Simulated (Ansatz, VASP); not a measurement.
# Cu in VASP and in Ansatz

```
Cu
1.0
     0.00000    1.80750    1.80750
     1.80750    0.00000    1.80750
     1.80750    1.80750    0.00000
Cu
1
Direct
  0.00000 0.00000 0.00000
```

Alike in both runs: task single point; functional PBE; k mesh 13 × 13 × 13; occupations gaussian, width 0.016 eV; no spin polarisation.

```csv
,VASP,Ansatz
version,VASP 6.6.1,Ansatz 0.2.0
potentials or method,"VASP PAW PBE potentials, release 64 (Cu), cutoff 600 eV","all-electron LAPW, scalar-relativistic"
```

```csv
,VASP,Ansatz,Ansatz less VASP
gap on the k mesh at the Fermi level (eV),none,none,-
pressure (GPa),2.3,1.7,-0.62
```

A gap of «none» marks a metal or a gap that the smearing closes. Ansatz ran all-electron here, and VASP with PAW potentials.
